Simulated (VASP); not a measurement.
# Mg (Pm-3m) in VASP: further runs

The runs below take Mg through single point, with PBE.

Program: VASP 6.6.1. These are calculated values, not measurements. Logs are shortened: lines on timing, memory, paths and dates and some standing lists are left out, and cuts for length are marked.

### 1 The cell of the first run

Symmetry: Pm-3m, No. 221, cubic system. The conventional cell has a = 3.037 Å, b = 3.037 Å, c = 3.037 Å, α = 90.00°, β = 90.00°, γ = 90.00°. Within 4.0 Å of Mg (site symmetry m-3m) lie 6 Mg at 3.04 Å.

### 2 Single point, PBE

File INCAR:

```
SYSTEM = Mg
ALGO     = Normal         ! electronic algorithm
EDIFF    = 1E-6           ! SCF threshold, eV
ENCUT    = 520            ! plane-wave cutoff, eV
GGA      = PE             ! functional
ISIF     = 2              ! what is computed and relaxed
ISMEAR   = -1             ! smearing method
LASPH    = .TRUE.         ! aspherical terms in the spheres
LCHARG   = .TRUE.         ! write CHGCAR
LELF     = .TRUE.         ! ELF
LREAL    = .FALSE.        ! projectors in reciprocal space
LVHAR    = .TRUE.       
LWAVE    = .FALSE.        ! write WAVECAR
NBANDS   = 7              ! bands
NELM     = 100            ! most SCF steps
PREC     = Accurate       ! precision mode
SIGMA    = 0.08           ! smearing width, eV
```

File KPOINTS:

```
k-points
0
G
  13 13 13
  0 0 0
```

File POSCAR:

```
Mg
1.0
    3.0374286874      0.0000000000      0.0000000000
    0.0000000000      3.0374286874      0.0000000000
    0.0000000000      0.0000000000      3.0374286874
Mg
1
Direct
    0.0000000000      0.0000000000      0.0000000000
```

Potentials or basis: VASP PAW PBE potentials, release 64 (Mg).

Launch:

```bash
cat potpaw_PBE.64/Mg/POTCAR > POTCAR
mpirun -np 1 vasp_std > vasp.out
```

OUTCAR:

```text
SYSTEM = Mg
   EDIFF = 1E-6
   ENCUT = 520
   GGA = PE
   ISIF = 2
   ISMEAR = -1
   LASPH = .TRUE.
   LREAL = .FALSE.
   NELM = 100
   PREC = Accurate

 ion  position               nearest neighbor table
   1  0.000  0.000  0.000-

  LATTYP: Found a simple cubic cell.
 ALAT       =     3.0374286874

  Lattice vectors:

 A1 = (   3.0374286874,   0.0000000000,   0.0000000000)
 A2 = (   0.0000000000,   3.0374286874,   0.0000000000)
 A3 = (   0.0000000000,   0.0000000000,   3.0374286874)

Analysis of symmetry for initial positions (statically):
=====================================================================
 Subroutine PRICEL returns:
 Original cell was already a primitive cell.

 Routine SETGRP: Setting up the symmetry group for a
 simple cubic supercell.

 Subroutine GETGRP returns: Found 48 space group operations
 (whereof 48 operations were pure point group operations)
 out of a pool of 48 trial point group operations.

The static configuration has the point symmetry O_h .

Analysis of symmetry for dynamics (positions and initial velocities):
=====================================================================
 Subroutine PRICEL returns:
 Original cell was already a primitive cell.

 Routine SETGRP: Setting up the symmetry group for a
 simple cubic supercell.

 Subroutine GETGRP returns: Found 48 space group operations
 (whereof 48 operations were pure point group operations)
 out of a pool of 48 trial point group operations.

The dynamic configuration has the point symmetry O_h .

 Subroutine INISYM returns: Found 48 space group operations
 (whereof 48 operations are pure point group operations),
 and found     1 'primitive' translations

----------------------------------------------------------------------------------------

                                     Primitive cell

  volume of cell :      28.0232

  direct lattice vectors                    reciprocal lattice vectors
     3.037428687  0.000000000  0.000000000     0.329225836  0.000000000  0.000000000
     0.000000000  3.037428687  0.000000000     0.000000000  0.329225836  0.000000000
     0.000000000  0.000000000  3.037428687     0.000000000  0.000000000  0.329225836

  length of vectors
     3.037428687  3.037428687  3.037428687     0.329225836  0.329225836  0.329225836

  position of ions in fractional coordinates (direct lattice)
     0.000000000  0.000000000  0.000000000

  ion indices of the primitive-cell ions
   primitive index   ion index
                 1           1

----------------------------------------------------------------------------------------

 KPOINTS: k-points

Automatic generation of k-mesh.
 Grid dimensions read from file:
 generate k-points for:   13   13   13

 Generating k-lattice:

  Cartesian coordinates                     Fractional coordinates (reciprocal lattice)
     0.025325064  0.000000000  0.000000000     0.076923077  0.000000000  0.000000000
     0.000000000  0.025325064  0.000000000     0.000000000  0.076923077  0.000000000
     0.000000000  0.000000000  0.025325064     0.000000000  0.000000000  0.076923077

  Length of vectors
     0.025325064  0.025325064  0.025325064

  Shift w.r.t. Gamma in fractional coordinates (k-lattice)
     0.000000000  0.000000000  0.000000000

 Subroutine IBZKPT returns following result:
 ===========================================

 Found     84 irreducible k-points:

 Following reciprocal coordinates:
            Coordinates               Weight
  0.000000  0.000000  0.000000      1.000000
  0.076923  0.000000  0.000000      6.000000
  0.153846  0.000000  0.000000      6.000000
  0.230769  0.000000  0.000000      6.000000
  0.307692  0.000000  0.000000      6.000000
  0.384615  0.000000  0.000000      6.000000
[... 16 lines left out ...]
  0.307692  0.307692  0.000000     12.000000
  0.384615  0.307692  0.000000     24.000000
 [... further k-points ...]
   k-points           NKPTS =     84   k-points in BZ     NKDIM =     84   number of bands    NBANDS=      7
   number of dos      NEDOS =    301   number of ions     NIONS =      1
   total plane-waves  NPLWV =  13824
   dimension x,y,z NGX =    24 NGY =   24 NGZ =   24
   dimension x,y,z NGXF=    48 NGYF=   48 NGZF=   48
   ions per type =               1
   NGX,Y,Z   is equivalent  to a cutoff of  13.14, 13.14, 13.14 a.u.
   NGXF,Y,Z  is equivalent  to a cutoff of  26.27, 26.27, 26.27 a.u.
 SYSTEM =  Mg
   PREC   = accura    normal or accurate (medium, high low for compatibility)
   ISTART =      0    job   : 0-new  1-cont  2-samecut
   ICHARG =      2    charge: 1-file 2-atom 10-const
   ISPIN  =      1    spin polarized calculation?
   LNONCOLLINEAR =      F non collinear calculations
   LSORBIT =      F    spin-orbit coupling
   LASPH  =      T    aspherical Exc in radial PAW
   ENCUT  =  520.0 eV  38.22 Ry    6.18 a.u.   5.65  5.65  5.65*2*pi/ulx,y,z
   NELM   =    100;   NELMIN=  2; NELMDL= -5     # of ELM steps
   EDIFF  = 0.1E-05   stopping-criterion for ELM
   LREAL  =      F    real-space projection
   EDIFFG = 0.1E-04   stopping-criterion for IOM
   NSW    =      0    number of steps for IOM
   IBRION =     -1    ionic relax: 0-MD 1-quasi-New 2-CG
   NFREE  =      0    steps in history (QN), initial steepest desc. (CG)
   ISIF   =      2    stress and relaxation
   ISYM   =      2    0-nonsym 1-usesym 2-fastsym
   POTIM  = 0.5000    time-step for ionic-motion
   TEBEG  =    0.0;   TEEND  =   0.0 temperature during run
   PSTRESS=    0.0 pullay stress
   NELECT =       2.0000    total number of electrons
   NUPDOWN=      -1.0000    fix difference up-down
   EMIN   =  10.00;   EMAX   =-10.00  energy-range for DOS
   EFERMI =   0.00;   METHOD = LEGACY
   ISMEAR =    -1;   SIGMA  =   0.08  broadening in eV -4-tet -1-fermi 0-gaus
   EFERMI_NEDOS =   21; number of points for ismear=-14 and -15
   IALGO  =     38    algorithm
   IMIX   =      4    mixing-type and parameters
     AMIX     =   0.40;   BMIX     =  1.00
     AMIX_MAG =   1.60;   BMIX_MAG =  1.00
  volume/ion in A,a.u.               =      28.02       189.11
  Fermi-wavevector in a.u.,A,eV,Ry     =   0.679066  1.283249  6.274066  0.461131
  Thomas-Fermi vector in A             =   1.757154
   LORBIT       =      0    0 simple, 1 ext, 2 COOP (PROOUT), +10 PAW based schemes
   GGA     = PE    functional components
   LHFCALC =     F    Hartree Fock is set to
   AEXX    =    0.0000 exact exchange contribution
   IVDW    =     0    specifies the selected vdW correction
   LEPSILON=     F    determine dielectric tensor
   LRPA    =     F    only Hartree local field effects (RPA)
 non-spin polarized calculation
  energy-cutoff  :      520.00
  volume of cell :       28.02
 maximum number of plane-waves:       772
 NGX is ok and might be reduce to    24
   NGX = 11   NGY = 11   NGZ = 11

 number of electron       2.0000000 magnetization

 Free energy of the ion-electron system (eV)
  ---------------------------------------------------
  ext. energy  EPLUGINS =         0.00000000
  ---------------------------------------------------
  free energy    TOTEN  =        -1.12680506 eV

  energy without entropy =       -1.11479818  energy(sigma->0) =       -1.12080162

 E-fermi :   1.6238     XC(G=0):  -7.8581

 val. band max:        1.6120460676   @ k =   0.3846   0.0769   0.0000
 cond. band min:       1.6759719317   @ k =   0.3846   0.3846   0.3077
 fundamental gap:      0.0639258641
 Fermi energy:         1.6237501853

 k-point     1 :       0.0000    0.0000    0.0000
  band No.  band energies     occupation
      1      -4.4914      2.00000
      2       9.6673      0.00000
      3       9.6673      0.00000
      4      10.9716      0.00000
      5      10.9716      0.00000
      6      10.9716      0.00000
      7      15.3338      0.00000

 k-point     2 :       0.0769    0.0000    0.0000
  band No.  band energies     occupation
      1      -4.3952      2.00000
      2       8.3389      0.00000
      3       9.7519      0.00000
      4      11.0526      0.00000
      5      11.0526      0.00000
      6      12.0374      0.00000
      7      15.8210      0.00000

 k-point     3 :       0.1538    0.0000    0.0000
  band No.  band energies     occupation
      1      -4.1070      2.00000
      2       6.5064      0.00000
      3      10.0028      0.00000
      4      11.2955      0.00000
      5      11.2955      0.00000
      6      13.0937      0.00000
      7      17.2506      0.00000

 k-point     4 :       0.2308    0.0000    0.0000
  band No.  band energies     occupation
      1      -3.6287      2.00000
      2       4.7187      0.00000
      3      10.4085      0.00000
      4      11.7009      0.00000
      5      11.7009      0.00000
      6      13.8854      0.00000
      7      19.1236      0.00000

 k-point     5 :       0.3077    0.0000    0.0000
  band No.  band energies     occupation
      1      -2.9635      2.00000
      2       3.0475      0.00000
      3      10.9403      0.00000
      4      12.2691      0.00000
      5      12.2691      0.00000
      6      14.6371      0.00000
      7      17.5889      0.00000
[... 161 lines left out ...]
 k-point    22 :       0.4615    0.2308    0.0000
  band No.  band energies     occupation
      1      -0.2662      2.00000
      2       0.9894      1.99928
      3       7.9272      0.00000
      4       9.2788      0.00000
      5      14.5728      0.00000
      6      15.6896      0.00000
      7      15.8891      0.00000

 k-point    23 :       0.3077    0.3077    0.0000
  band No.  band energies     occupation
      1      -1.4528      2.00000
      2       4.0020      0.00000
      3       5.0837      0.00000
      4      10.2615      0.00000
      5      13.5468      0.00000
      6      14.9287      0.00000
      7      18.1359      0.00000

 k-point    24 :       0.3846    0.3077    0.0000
  band No.  band energies     occupation
      1      -0.6158      2.00000
      2       2.9048      0.00000
      3       5.4599      0.00000
      4       8.8566      0.00000
      5      14.2579      0.00000
      6      15.6943      0.00000
      7      17.2660      0.00000

 [... further k-points ...]
[... 5 lines left out ...]
  --------------------------------------------------------------------------------------
  -------------------------------------------------------------------------------------
  Total       -0.0633934     -0.0633934     -0.0633934      0.0000000      0.0000000     -0.0000000
  in kB       -3.6244007     -3.6244007     -3.6244007      0.0000000      0.0000000     -0.0000000
  external PRESSURE =      -3.6244007 kB  Pullay stress =       0.0000000 kB

 VOLUME and BASIS-vectors are now :
 -----------------------------------------------------------------------------
  energy-cutoff  :      520.00
  volume of cell :       28.02
      direct lattice vectors                 reciprocal lattice vectors
     3.037428687  0.000000000  0.000000000     0.329225836  0.000000000  0.000000000
     0.000000000  3.037428687  0.000000000     0.000000000  0.329225836  0.000000000
     0.000000000  0.000000000  3.037428687     0.000000000  0.000000000  0.329225836

 POSITION                                       TOTAL-FORCE (eV/Angst)
 -----------------------------------------------------------------------------------
      0.00000      0.00000      0.00000         0.000000      0.000000      0.000000
 -----------------------------------------------------------------------------------
    total drift:                                0.000000      0.000000     -0.000000

  FREE ENERGIE OF THE ION-ELECTRON SYSTEM (eV)
  ---------------------------------------------------
  free  energy   TOTEN  =        -1.1268050639 eV

  energy  without entropy=       -1.1147981763  energy(sigma->0) =       -1.12080162
```

It took 18 s on 1 thread of AMD EPYC 7R13, shared host; peak memory 0.11 GiB.

Results:

```yaml
Free_energy: -1.1268 eV
Pressure: -0.4 GPa
Band_gap_on_the_k_mesh: zero (band 1 reaches 5.21 eV, above the bottom of band 2 at 0.18 eV)
```

Levels at points of the mesh, in eV from the Fermi level:
| k point | band 1 | band 2 | band 3 | band 4 | band 5 | band 6 |
| --- | --- | --- | --- | --- | --- | --- |
| (0.00, 0.00, 0.00) | -6.12 | 8.04 | 8.04 | 9.35 | 9.35 | 9.35 |

### 3 Single point, PBE

File INCAR:

```
PREC     = Accurate       # precision mode
ENCUT    = 520            # plane-wave cutoff, eV
EDIFF    = 1E-6           # SCF threshold, eV
ISMEAR   = -1             # smearing method
SIGMA    = 0.08           # smearing width, eV
LREAL    = F              # projectors in reciprocal space
LASPH    = T              # aspherical terms in the spheres
NELM     = 100            # most SCF steps
ALGO     = Normal         # electronic algorithm
ISIF     = 2              # what is computed and relaxed
LWAVE    = F              # write WAVECAR
LCHARG   = F              # write CHGCAR
GGA      = PE             # functional
NBANDS   = 7              # bands
```

File KPOINTS:

```
regular mesh
0
Gamma
  13 13 13
```

POSCAR is that of step 2.

Potentials or basis: VASP PAW PBE potentials, release 64 (Mg).

Launch:

```bash
cat potpaw_PBE.64/Mg/POTCAR > POTCAR
mpirun -np 1 vasp_std > vasp.out
```

It took 17 s on 1 thread of AMD EPYC 7R13, shared host; peak memory 0.11 GiB.

It converged, with:

| Quantity | Value |
| --- | --- |
| Free energy | -1.1268 eV |
| Pressure | -0.4 GPa |
| Band gap on the k mesh | zero (band 1 reaches 5.21 eV, above the bottom of band 2 at 0.18 eV) |

Levels at points of the mesh, in eV from the Fermi level:
```
           k point  band 1  band 2  band 3  band 4  band 5
(0.00, 0.00, 0.00)   -6.12    8.04    8.04    9.35    9.35
```
